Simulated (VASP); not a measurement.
# MgO (Periclase) (Fm-3m) in VASP: single point with PBEsol

Aim: the single point of MgO (Periclase) with PBEsol.

Program: VASP 6.6.1. These are calculated values, not measurements. Logs are shortened: lines on timing, memory, paths and dates and some standing lists are left out, and cuts for length are marked.

**1. The cell of the first run**

The structure is cubic, space group Fm-3m (No. 225). Conventional cell: a = 4.217 Å, b = 4.217 Å, c = 4.217 Å, α = 90.00°, β = 90.00°, γ = 90.00°. Within 2.8 Å of Mg (site symmetry m-3m) lie 6 O at 2.11 Å. O (site symmetry m-3m) has 6 Mg at 2.11 Å within 2.8 Å.

**2. Single point, PBEsol**

File INCAR:

```
PREC = Accurate ; ENCUT = 520
EDIFF = 1E-6 ; ISMEAR = 0
SIGMA = 0.01 ; LREAL = False
LASPH = True ; NELM = 100
ALGO = Normal ; ISIF = 2
LWAVE = False ; LCHARG = False
GGA = PS ; NBANDS = 11
```

File KPOINTS:

```
regular mesh
0
Gamma
  6 6 6
```

File POSCAR:

```
MgO
1.0
    0.0000000000      2.1085000000      2.1085000000
    2.1085000000      0.0000000000      2.1085000000
    2.1085000000      2.1085000000      0.0000000000
Mg O
1 1
Direct
    0.0000000000      0.0000000000      0.0000000000
    0.5000000000      0.5000000000      0.5000000000
```

Potentials or basis: VASP PAW PBE potentials, release 64 (Mg, O).

Run with:

```sh
$ cat potpaw_PBE.64/Mg/POTCAR potpaw_PBE.64/O/POTCAR > POTCAR
$ mpirun -np 1 vasp_std > vasp.out
```

OUTCAR:

```text
PREC = Accurate
   ENCUT = 520
   EDIFF = 1E-6
   ISMEAR = 0
   LREAL = False
   LASPH = True
   NELM = 100
   ISIF = 2
   GGA = PS

 ion  position               nearest neighbor table
   1  0.000  0.000  0.000-   2 2.11   2 2.11   2 2.11   2 2.11   2 2.11   2 2.11
   2  0.500  0.500  0.500-   1 2.11   1 2.11   1 2.11   1 2.11   1 2.11   1 2.11

  LATTYP: Found a face centered cubic cell.
 ALAT       =     4.2170000000

  Lattice vectors:

 A1 = (   0.0000000000,   2.1085000000,   2.1085000000)
 A2 = (   2.1085000000,   0.0000000000,   2.1085000000)
 A3 = (   2.1085000000,   2.1085000000,   0.0000000000)

Analysis of symmetry for initial positions (statically):
=====================================================================
 Subroutine PRICEL returns:
 Original cell was already a primitive cell.

 Routine SETGRP: Setting up the symmetry group for a
 face centered cubic supercell.

 Subroutine GETGRP returns: Found 48 space group operations
 (whereof 48 operations were pure point group operations)
 out of a pool of 48 trial point group operations.

The static configuration has the point symmetry O_h .

Analysis of symmetry for dynamics (positions and initial velocities):
=====================================================================
 Subroutine PRICEL returns:
 Original cell was already a primitive cell.

 Routine SETGRP: Setting up the symmetry group for a
 face centered cubic supercell.

 Subroutine GETGRP returns: Found 48 space group operations
 (whereof 48 operations were pure point group operations)
 out of a pool of 48 trial point group operations.

The dynamic configuration has the point symmetry O_h .

 Subroutine INISYM returns: Found 48 space group operations
 (whereof 48 operations are pure point group operations),
 and found     1 'primitive' translations

----------------------------------------------------------------------------------------

                                     Primitive cell

  volume of cell :      18.7478

  direct lattice vectors                    reciprocal lattice vectors
     0.000000000  2.108500000  2.108500000    -0.237135404  0.237135404  0.237135404
     2.108500000  0.000000000  2.108500000     0.237135404 -0.237135404  0.237135404
     2.108500000  2.108500000  0.000000000     0.237135404  0.237135404 -0.237135404

  length of vectors
     2.981869296  2.981869296  2.981869296     0.410730569  0.410730569  0.410730569

  position of ions in fractional coordinates (direct lattice)
     0.000000000  0.000000000  0.000000000
     0.500000000  0.500000000  0.500000000

  ion indices of the primitive-cell ions
   primitive index   ion index
                 1           1
                 2           2

----------------------------------------------------------------------------------------

 KPOINTS: regular mesh

Automatic generation of k-mesh.
 Grid dimensions read from file:
 generate k-points for:    6    6    6

 Generating k-lattice:

  Cartesian coordinates                     Fractional coordinates (reciprocal lattice)
    -0.039522567  0.039522567  0.039522567     0.166666667  0.000000000  0.000000000
     0.039522567 -0.039522567  0.039522567     0.000000000  0.166666667  0.000000000
     0.039522567  0.039522567 -0.039522567     0.000000000  0.000000000  0.166666667

  Length of vectors
     0.068455095  0.068455095  0.068455095

  Shift w.r.t. Gamma in fractional coordinates (k-lattice)
     0.000000000  0.000000000  0.000000000

 Subroutine IBZKPT returns following result:
 ===========================================

 Found     16 irreducible k-points:

 Following reciprocal coordinates:
            Coordinates               Weight
  0.000000  0.000000  0.000000      1.000000
  0.166667  0.000000  0.000000      8.000000
  0.333333  0.000000  0.000000      8.000000
  0.500000  0.000000  0.000000      4.000000
  0.166667  0.166667  0.000000      6.000000
  0.333333  0.166667  0.000000     24.000000
[... 8 lines left out ...]
 -0.333333  0.333333  0.166667     24.000000
 -0.333333  0.500000  0.166667     12.000000
   k-points           NKPTS =     16   k-points in BZ     NKDIM =     16   number of bands    NBANDS=     11
   number of dos      NEDOS =    301   number of ions     NIONS =      2
   total plane-waves  NPLWV =  13824
   dimension x,y,z NGX =    24 NGY =   24 NGZ =   24
   dimension x,y,z NGXF=    48 NGYF=   48 NGZF=   48
   ions per type =               1   1
   NGX,Y,Z   is equivalent  to a cutoff of  13.38, 13.38, 13.38 a.u.
   NGXF,Y,Z  is equivalent  to a cutoff of  26.76, 26.76, 26.76 a.u.
 SYSTEM =  unknown system
   PREC   = accura    normal or accurate (medium, high low for compatibility)
   ISTART =      0    job   : 0-new  1-cont  2-samecut
   ICHARG =      2    charge: 1-file 2-atom 10-const
   ISPIN  =      1    spin polarized calculation?
   LNONCOLLINEAR =      F non collinear calculations
   LSORBIT =      F    spin-orbit coupling
   LASPH  =      T    aspherical Exc in radial PAW
   ENCUT  =  520.0 eV  38.22 Ry    6.18 a.u.   5.54  5.54  5.54*2*pi/ulx,y,z
   NELM   =    100;   NELMIN=  2; NELMDL= -5     # of ELM steps
   EDIFF  = 0.1E-05   stopping-criterion for ELM
   LREAL  =      F    real-space projection
   EDIFFG = 0.1E-04   stopping-criterion for IOM
   NSW    =      0    number of steps for IOM
   IBRION =     -1    ionic relax: 0-MD 1-quasi-New 2-CG
   NFREE  =      0    steps in history (QN), initial steepest desc. (CG)
   ISIF   =      2    stress and relaxation
   ISYM   =      2    0-nonsym 1-usesym 2-fastsym
   POTIM  = 0.5000    time-step for ionic-motion
   TEBEG  =    0.0;   TEEND  =   0.0 temperature during run
   PSTRESS=    0.0 pullay stress
   NELECT =       8.0000    total number of electrons
   NUPDOWN=      -1.0000    fix difference up-down
   EMIN   =  10.00;   EMAX   =-10.00  energy-range for DOS
   EFERMI =   0.00;   METHOD = LEGACY
   ISMEAR =     0;   SIGMA  =   0.01  broadening in eV -4-tet -1-fermi 0-gaus
   EFERMI_NEDOS =   21; number of points for ismear=-14 and -15
   IALGO  =     38    algorithm
   IMIX   =      4    mixing-type and parameters
     AMIX     =   0.40;   BMIX     =  1.00
     AMIX_MAG =   1.60;   BMIX_MAG =  1.00
  volume/ion in A,a.u.               =       9.37        63.26
  Fermi-wavevector in a.u.,A,eV,Ry     =   1.232503  2.329092 20.668107  1.519063
  Thomas-Fermi vector in A             =   2.367270
   LORBIT       =      0    0 simple, 1 ext, 2 COOP (PROOUT), +10 PAW based schemes
   GGA     = PS    functional components
   LHFCALC =     F    Hartree Fock is set to
   AEXX    =    0.0000 exact exchange contribution
   IVDW    =     0    specifies the selected vdW correction
   LEPSILON=     F    determine dielectric tensor
   LRPA    =     F    only Hartree local field effects (RPA)
 non-spin polarized calculation
 Gauss-broadening in eV      SIGMA  =   0.01
  energy-cutoff  :      520.00
  volume of cell :       18.75
 maximum number of plane-waves:       531
 NGX is ok and might be reduce to    24
   NGX = 11   NGY = 11   NGZ = 11

 number of electron       8.0000005 magnetization

 Free energy of the ion-electron system (eV)
  ---------------------------------------------------
  ext. energy  EPLUGINS =         0.00000000
  ---------------------------------------------------
  free energy    TOTEN  =       -12.51190808 eV

  energy without entropy =      -12.51190808  energy(sigma->0) =      -12.51190808

 E-fermi :   3.0959     XC(G=0): -11.2932

 val. band max:        3.0417622095   @ k =   0.0000   0.0000   0.0000
 cond. band min:       7.6417285146   @ k =   0.0000   0.0000   0.0000
 fundamental gap:      4.5999663050
 Fermi energy:         3.0958523112

 k-point     1 :       0.0000    0.0000    0.0000
  band No.  band energies     occupation
      1     -14.1460      2.00000
      2       3.0418      2.00000
      3       3.0418      2.00000
      4       3.0418      2.00000
      5       7.6417      0.00000
      6      18.6534      0.00000
      7      18.6534      0.00000
      8      18.6534      0.00000
      9      22.4869      0.00000
     10      24.3663      0.00000
     11      24.3663      0.00000

 k-point     2 :       0.1667    0.0000    0.0000
  band No.  band energies     occupation
      1     -13.8592      2.00000
      2       1.5116      2.00000
      3       2.8657      2.00000
      4       2.8657      2.00000
      5       9.0709      0.00000
      6      16.3138      0.00000
      7      19.2270      0.00000
      8      19.2270      0.00000
      9      23.0782      0.00000
     10      23.0782      0.00000
     11      25.1136      0.00000

 k-point     3 :       0.3333    0.0000    0.0000
  band No.  band energies     occupation
      1     -13.2128      2.00000
      2      -0.6672      2.00000
      3       2.5369      2.00000
      4       2.5369      2.00000
      5      10.5562      0.00000
      6      15.1990      0.00000
      7      19.4439      0.00000
      8      19.4439      0.00000
      9      23.7533      0.00000
     10      23.7533      0.00000
     11      24.2941      0.00000

 k-point     4 :       0.5000    0.0000    0.0000
  band No.  band energies     occupation
      1     -12.8403      2.00000
      2      -1.6233      2.00000
      3       2.3826      2.00000
      4       2.3826      2.00000
      5      10.7638      0.00000
      6      15.5063      0.00000
      7      19.1820      0.00000
      8      19.1820      0.00000
      9      23.7536      0.00000
     10      25.3336      0.00000
     11      25.3336      0.00000
[... 127 lines left out ...]
 k-point    14 :       0.5000    0.3333    0.1667
  band No.  band energies     occupation
      1     -12.8342      2.00000
      2      -0.5362      2.00000
      3       1.1668      2.00000
      4       2.0144      2.00000
      5      12.9075      0.00000
      6      13.9294      0.00000
      7      16.4482      0.00000
      8      20.0586      0.00000
      9      22.3131      0.00000
     10      25.7379      0.00000
     11      30.6963      0.00000

 k-point    15 :      -0.3333    0.3333    0.1667
  band No.  band energies     occupation
      1     -12.6061      2.00000
      2      -0.5863      2.00000
      3       0.5423      2.00000
      4       1.7622      2.00000
      5      13.4428      0.00000
      6      14.8268      0.00000
      7      15.6380      0.00000
      8      19.3657      0.00000
      9      23.6370      0.00000
     10      24.8518      0.00000
     11      30.6134      0.00000

 k-point    16 :      -0.3333    0.5000    0.1667
  band No.  band energies     occupation
      1     -12.5366      2.00000
      2      -0.5601      2.00000
      3       0.7719      2.00000
      4       1.3560      2.00000
      5      13.4074      0.00000
      6      14.3287      0.00000
      7      15.3525      0.00000
      8      19.3710      0.00000
      9      23.0341      0.00000
     10      27.4902      0.00000
     11      29.0920      0.00000

------------------------ aborting loop because EDIFF is reached ----------------------------------------

  FORCE on cell =-STRESS in cart. coord.  units (eV):
  Direction    XX          YY          ZZ          XY          YZ          ZX
  --------------------------------------------------------------------------------------
  -------------------------------------------------------------------------------------
  Total       -0.0980155     -0.0980155     -0.0980155     -0.0000000      0.0000000      0.0000000
  in kB       -8.3763458     -8.3763458     -8.3763458     -0.0000000      0.0000000      0.0000000
  external PRESSURE =      -8.3763458 kB  Pullay stress =       0.0000000 kB

 VOLUME and BASIS-vectors are now :
 -----------------------------------------------------------------------------
  energy-cutoff  :      520.00
  volume of cell :       18.75
      direct lattice vectors                 reciprocal lattice vectors
     0.000000000  2.108500000  2.108500000    -0.237135404  0.237135404  0.237135404
     2.108500000  0.000000000  2.108500000     0.237135404 -0.237135404  0.237135404
     2.108500000  2.108500000  0.000000000     0.237135404  0.237135404 -0.237135404

 POSITION                                       TOTAL-FORCE (eV/Angst)
 -----------------------------------------------------------------------------------
      0.00000      0.00000      0.00000         0.000000     -0.000000      0.000000
      2.10850      2.10850      2.10850        -0.000000      0.000000     -0.000000
 -----------------------------------------------------------------------------------
    total drift:                               -0.000000     -0.000000      0.000000

  FREE ENERGIE OF THE ION-ELECTRON SYSTEM (eV)
  ---------------------------------------------------
  free  energy   TOTEN  =       -12.5119080844 eV

  energy  without entropy=      -12.5119080844  energy(sigma->0) =      -12.51190808
```

Run time: 5.4 s. Hardware: 1 thread of Intel Xeon 8259CL, shared host; peak memory 0.13 GiB.

What came out:

* Free energy: -12.5119 eV
* Pressure: -0.8 GPa
* Band gap on the k mesh: 4.60 eV, direct

Caveat: the k points lie up to 0.43 Å⁻¹ apart; the PAW data sets were made with another functional, which shifts forces and pressure a little.
